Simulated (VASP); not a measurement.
# TaCo3 (Pm-3m) in VASP: a series of runs

Runs on TaCo3. Level: LDA. Tasks: single point.

All numbers are computed with VASP 6.6.1; they aren't measurements. Logs are shortened: lines on timing, memory, paths and dates and some standing lists are left out, and cuts for length are marked.

## (1) The cell of the first run

The structure is cubic, space group Pm-3m (No. 221). Conventional cell: a = 3.259 Å, b = 3.259 Å, c = 3.259 Å, α = 90.00°, β = 90.00°, γ = 90.00°. Within 3.0 Å of Ta (site symmetry m-3m) lie 12 Co at 2.30 Å. Within 3.0 Å of Co (site symmetry 4/mmm) lie 4 Ta at 2.30 Å and 8 Co at 2.30 Å.

## (2) Single point, LDA (volume scaled by 0.7)

Contents of INCAR:

```
ALGO = Normal ; EDIFF = 1E-6
ENCUT = 520 ; ISIF = 2
ISMEAR = -1 ; LASPH = True
LCHARG = False ; LREAL = False
LWAVE = False ; NBANDS = 27
NELM = 80 ; PREC = Accurate
SIGMA = 0.08
```

Contents of KPOINTS:

```
k-points
0
Gamma
  9 9 9
```

Contents of POSCAR:

```
TaCo3
1.0
    3.2586076864      0.0000000000      0.0000000000
    0.0000000000      3.2586076864      0.0000000000
    0.0000000000      0.0000000000      3.2586076864
Ta Co
1 3
Direct
    0.0000000000      0.0000000000      0.0000000000
    0.0000000000      0.5000000000      0.5000000000
    0.5000000000      0.0000000000      0.5000000000
    0.5000000000      0.5000000000      0.0000000000
```

Potentials or basis: VASP PAW LDA potentials, release 64 (Ta_pv, Co).

Started as:

```
> cat potpaw_LDA.64/Ta_pv/POTCAR potpaw_LDA.64/Co/POTCAR > POTCAR
> mpirun -np 1 vasp_std > vasp.out
```

OUTCAR:

```text
EDIFF = 1E-6
   ENCUT = 520
   ISIF = 2
   ISMEAR = -1
   LASPH = True
   LREAL = False
   NELM = 80
   PREC = Accurate

 ion  position               nearest neighbor table
   1  0.000  0.000  0.000-   2 2.30   3 2.30   4 2.30   2 2.30   3 2.30   2 2.30   4 2.30   2 2.30
                             3 2.30   4 2.30   3 2.30   4 2.30
   2  0.000  0.500  0.500-   1 2.30   3 2.30   4 2.30   1 2.30   4 2.30   1 2.30   3 2.30   1 2.30
                             3 2.30   4 2.30   4 2.30   3 2.30
   3  0.500  0.000  0.500-   1 2.30   2 2.30   4 2.30   1 2.30   4 2.30   2 2.30   4 2.30   4 2.30
                             1 2.30   2 2.30   1 2.30   2 2.30
   4  0.500  0.500  0.000-   1 2.30   2 2.30   3 2.30   2 2.30   3 2.30   1 2.30   3 2.30   3 2.30
                             1 2.30   2 2.30   2 2.30   1 2.30

  LATTYP: Found a simple cubic cell.
 ALAT       =     3.2586076864

  Lattice vectors:

 A1 = (   3.2586076864,   0.0000000000,   0.0000000000)
 A2 = (   0.0000000000,   3.2586076864,   0.0000000000)
 A3 = (   0.0000000000,   0.0000000000,   3.2586076864)

Analysis of symmetry for initial positions (statically):
=====================================================================
 Subroutine PRICEL returns:
 Original cell was already a primitive cell.

 Routine SETGRP: Setting up the symmetry group for a
 simple cubic supercell.

 Subroutine GETGRP returns: Found 48 space group operations
 (whereof 48 operations were pure point group operations)
 out of a pool of 48 trial point group operations.

The static configuration has the point symmetry O_h .

Analysis of symmetry for dynamics (positions and initial velocities):
=====================================================================
 Subroutine PRICEL returns:
 Original cell was already a primitive cell.

 Routine SETGRP: Setting up the symmetry group for a
 simple cubic supercell.

 Subroutine GETGRP returns: Found 48 space group operations
 (whereof 48 operations were pure point group operations)
 out of a pool of 48 trial point group operations.

The dynamic configuration has the point symmetry O_h .

 Subroutine INISYM returns: Found 48 space group operations
 (whereof 48 operations are pure point group operations),
 and found     1 'primitive' translations

----------------------------------------------------------------------------------------

                                     Primitive cell

[... 92 lines left out ...]
   ENCUT  =  520.0 eV  38.22 Ry    6.18 a.u.   6.06  6.06  6.06*2*pi/ulx,y,z
   NELM   =     80;   NELMIN=  2; NELMDL= -5     # of ELM steps
   EDIFF  = 0.1E-05   stopping-criterion for ELM
   LREAL  =      F    real-space projection
   EDIFFG = 0.1E-04   stopping-criterion for IOM
   NSW    =      0    number of steps for IOM
   IBRION =     -1    ionic relax: 0-MD 1-quasi-New 2-CG
   NFREE  =      0    steps in history (QN), initial steepest desc. (CG)
   ISIF   =      2    stress and relaxation
   ISYM   =      2    0-nonsym 1-usesym 2-fastsym
   POTIM  = 0.5000    time-step for ionic-motion
   TEBEG  =    0.0;   TEEND  =   0.0 temperature during run
   PSTRESS=    0.0 pullay stress
   NELECT =      38.0000    total number of electrons
   NUPDOWN=      -1.0000    fix difference up-down
   EMIN   =  10.00;   EMAX   =-10.00  energy-range for DOS
   EFERMI =   0.00;   METHOD = LEGACY
   ISMEAR =    -1;   SIGMA  =   0.08  broadening in eV -4-tet -1-fermi 0-gaus
   EFERMI_NEDOS =   21; number of points for ismear=-14 and -15
   IALGO  =     38    algorithm
   IMIX   =      4    mixing-type and parameters
     AMIX     =   0.40;   BMIX     =  1.00
     AMIX_MAG =   1.60;   BMIX_MAG =  1.00
  volume/ion in A,a.u.               =       8.65        58.38
  Fermi-wavevector in a.u.,A,eV,Ry     =   1.689030  3.191803 38.814990  2.852821
  Thomas-Fermi vector in A             =   2.771230
   LORBIT       =      0    0 simple, 1 ext, 2 COOP (PROOUT), +10 PAW based schemes
   GGA     = CA    functional components
   LHFCALC =     F    Hartree Fock is set to
   AEXX    =    0.0000 exact exchange contribution
   IVDW    =     0    specifies the selected vdW correction
   LEPSILON=     F    determine dielectric tensor
   LRPA    =     F    only Hartree local field effects (RPA)
 non-spin polarized calculation
  energy-cutoff  :      520.00
  volume of cell :       34.60
 maximum number of plane-waves:       944
   NGX = 13   NGY = 13   NGZ = 13

 number of electron      38.0000014 magnetization

 Free energy of the ion-electron system (eV)
  ---------------------------------------------------
  ext. energy  EPLUGINS =         0.00000000
  ---------------------------------------------------
  free energy    TOTEN  =       -35.07050795 eV

  energy without entropy =      -35.01903493  energy(sigma->0) =      -35.04477144

 E-fermi :  14.0036     XC(G=0): -15.6612

 val. band max:       13.9918396327   @ k =   0.3333   0.3333   0.1111
 cond. band min:      14.0974681023   @ k =   0.4444   0.4444   0.3333
 fundamental gap:      0.1056284696
 Fermi energy:        14.0036370553

 k-point     1 :       0.0000    0.0000    0.0000
  band No.  band energies     occupation
      1     -19.7969      2.00000
      2     -19.7969      2.00000
      3     -19.7969      2.00000
      4       3.5431      2.00000
      5       6.0532      2.00000
      6       6.0532      2.00000
[... 709 lines left out ...]
     26      22.1351      0.00000
     27      23.0163      0.00000

 [... further k-points ...]

------------------------ aborting loop because EDIFF is reached ----------------------------------------

  FORCE on cell =-STRESS in cart. coord.  units (eV):
  Direction    XX          YY          ZZ          XY          YZ          ZX
  --------------------------------------------------------------------------------------
  -------------------------------------------------------------------------------------
  Total       29.7878809     29.7878809     29.7878809     -0.0000000     -0.0000000      0.0000000
  in kB     1379.2848261   1379.2848261   1379.2848261     -0.0000000     -0.0000000      0.0000000
  external PRESSURE =    1379.2848261 kB  Pullay stress =       0.0000000 kB

 VOLUME and BASIS-vectors are now :
 -----------------------------------------------------------------------------
  energy-cutoff  :      520.00
  volume of cell :       34.60
      direct lattice vectors                 reciprocal lattice vectors
     3.258607686  0.000000000  0.000000000     0.306879531  0.000000000  0.000000000
     0.000000000  3.258607686  0.000000000     0.000000000  0.306879531  0.000000000
     0.000000000  0.000000000  3.258607686     0.000000000  0.000000000  0.306879531

 POSITION                                       TOTAL-FORCE (eV/Angst)
 -----------------------------------------------------------------------------------
      0.00000      0.00000      0.00000         0.000000      0.000000      0.000000
      0.00000      1.62930      1.62930         0.000000      0.000000      0.000000
      1.62930      0.00000      1.62930         0.000000      0.000000      0.000000
      1.62930      1.62930      0.00000         0.000000      0.000000      0.000000
 -----------------------------------------------------------------------------------
    total drift:                                0.000000     -0.000000     -0.000000

  FREE ENERGIE OF THE ION-ELECTRON SYSTEM (eV)
  ---------------------------------------------------
  free  energy   TOTEN  =       -35.0705079472 eV

  energy  without entropy=      -35.0190349339  energy(sigma->0) =      -35.04477144
```

OSZICAR:

```text
N       E                     dE             d eps       ncg     rms          rms(c)
DAV:   1     0.299772019810E+03    0.29977E+03   -0.17747E+04  1914   0.194E+03
DAV:   2    -0.182999095787E+02   -0.31807E+03   -0.30444E+03  1896   0.410E+02
DAV:   3    -0.383097957090E+02   -0.20010E+02   -0.19091E+02  2047   0.125E+02
DAV:   4    -0.388239448318E+02   -0.51415E+00   -0.51169E+00  1960   0.205E+01
DAV:   5    -0.388419662417E+02   -0.18021E-01   -0.18019E-01  2626   0.331E+00    0.389E+01
DAV:   6    -0.384865701640E+02    0.35540E+00   -0.30105E+01  2142   0.855E+01    0.200E+01
DAV:   7    -0.356783298857E+02    0.28082E+01   -0.18104E+01  2269   0.604E+01    0.145E+01
DAV:   8    -0.350834356629E+02    0.59489E+00   -0.14681E+00  2300   0.174E+01    0.111E+00
DAV:   9    -0.350723151065E+02    0.11121E-01   -0.66675E-02  2649   0.233E+00    0.414E-01
DAV:  10    -0.350708740933E+02    0.14410E-02   -0.40172E-03  1945   0.640E-01    0.233E-01
DAV:  11    -0.350705408792E+02    0.33321E-03   -0.80155E-04  2705   0.367E-01    0.131E-01
DAV:  12    -0.350705077909E+02    0.33088E-04   -0.14123E-04  2253   0.177E-01    0.195E-02
DAV:  13    -0.350705079472E+02   -0.15630E-06   -0.61800E-06  2159   0.213E-02
   1 F= -.35070508E+02 E0= -.35044771E+02  d E =-.514730E-01
```

stdout:

```text
POSCAR found type information on POSCAR TaCo
 POSCAR found :  2 types and       4 ions
 scaLAPACK will be used
 LDA part: xc-table for (Slater(with rela. corr.)+CA(PZ))
 , standard interpolation
 POSCAR, INCAR and KPOINTS ok, starting setup
 FFT: planning ... GRIDC
 FFT: planning ... GRID_SOFT
 FFT: planning ... GRID
 WAVECAR not read
 entering main loop
```

It took 62 s on 1 thread of AMD EPYC 7R13, shared host; peak memory 0.12 GiB.

Results:

```yaml
Free_energy: -35.0705 eV
Pressure: 137.9 GPa
Band_gap_on_the_k_mesh: zero (band 19 reaches 14.82 eV, above the bottom of band 20 at 13.24 eV)
```

Caveat: spin-orbit coupling is left out, which moves the levels of the heavy elements. Spin polarisation is off, so any magnetic state and its effect on volume and gap are missing.

## (3) Single point, LDA (volume scaled by 0.76)

Contents of INCAR:

```
PREC     = Accurate       # precision mode
ENCUT    = 520            # plane-wave cutoff, eV
EDIFF    = 1E-6           # SCF threshold, eV
ISMEAR   = -1             # smearing method
SIGMA    = 0.08           # smearing width, eV
LREAL    = F              # projectors in reciprocal space
LASPH    = T              # aspherical terms in the spheres
NELM     = 100            # most SCF steps
ALGO     = Normal         # electronic algorithm
ISIF     = 2              # what is computed and relaxed
LWAVE    = F              # write WAVECAR
LCHARG   = F              # write CHGCAR
NBANDS   = 27             # bands
```

Contents of KPOINTS:

```
Automatic mesh
0
Gamma
  9 9 9
```

Contents of POSCAR:

```
TaCo3
1.0
    3.3491705344      0.0000000000      0.0000000000
    0.0000000000      3.3491705344      0.0000000000
    0.0000000000      0.0000000000      3.3491705344
Ta Co
1 3
Direct
    0.0000000000      0.0000000000      0.0000000000
    0.0000000000      0.5000000000      0.5000000000
    0.5000000000      0.0000000000      0.5000000000
    0.5000000000      0.5000000000      0.0000000000
```

Potentials or basis: VASP PAW LDA potentials, release 64 (Ta_pv, Co).

Started as:

```
> cat potpaw_LDA.64/Ta_pv/POTCAR potpaw_LDA.64/Co/POTCAR > POTCAR
> mpirun -np 1 vasp_std > vasp.out
```

Run time: 1.7 min. Hardware: 1 thread of AMD EPYC 7R13, shared host; peak memory 0.13 GiB.

The run converged. Its results:

```
Free energy            : -37.0499 eV
Pressure               : 79.4 GPa
Band gap on the k mesh : zero (band 19 reaches 13.27 eV, above the bottom of band 20 at 11.89 eV)
```

Levels at points of the mesh, in eV from the Fermi level:
| k point | band 17 | band 18 | band 19 | band 20 | band 21 | band 22 |
| --- | --- | --- | --- | --- | --- | --- |
| (0.00, 0.00, 0.00) | 0.73 | 0.73 | 0.73 | 3.48 | 3.48 | 4.03 |

Caveat: spin-orbit coupling is left out, which moves the levels of the heavy elements. Spin polarisation is off, so any magnetic state and its effect on volume and gap are missing.

(Continued in part 2 of 2.)
